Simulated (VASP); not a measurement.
Wanted: the native input for a VASP 6.6.1 run.

```
Task                   : electric field gradients
Functional             : LDA
Potentials or basis    : VASP PAW LDA potentials, release 64 (Be, Pd)
Cutoff                 : 520 eV
k mesh                 : 12 × 12 × 12
Occupations            : fermi-dirac, width 0.08 eV
Spin                   : no spin polarisation
Dipole correction      : no
Further INCAR settings : ALGO = Normal; EDIFF = 1e-08; NBANDS = 13
```

The structure of BePd lies in POSCAR:

```
BePd
1.0
    2.8130000000      0.0000000000      0.0000000000
    0.0000000000      2.8130000000      0.0000000000
    0.0000000000      0.0000000000      2.8130000000
Be Pd
1 1
Direct
    0.0000000000      0.0000000000      0.0000000000
    0.5000000000      0.5000000000      0.5000000000
```

One way to write it, as run:

INCAR

```
PREC = Accurate
ENCUT = 520
EDIFF = 1E-8
ISMEAR = -1
SIGMA = 0.08
LREAL = False
LASPH = True
NELM = 60
ALGO = Normal
ISIF = 2
LWAVE = False
LCHARG = False
GGA = CA
LEFG = True
NBANDS = 13
```

KPOINTS

```
regular mesh
0
Gamma
  12 12 12
```

Potentials or basis: VASP PAW LDA potentials, release 64 (Be, Pd).

Launch:

```console
$ cat potpaw_LDA.64/Be/POTCAR potpaw_LDA.64/Pd/POTCAR > POTCAR
$ mpirun -np 1 vasp_std > vasp.out
```

Results of the run:

```yaml
Pressure: -7.4 GPa
Band_gap_on_the_k_mesh: zero (bands 6 and 7 overlap by 6.08 eV)
Largest_electric_field_gradient_by_atom: under 0.05 V/Å² on every atom
```

Caveat: the cell stands under tension.

It took 26 s on 1 thread of Intel Xeon 8259CL (shared host), peak memory 0.15 GiB.
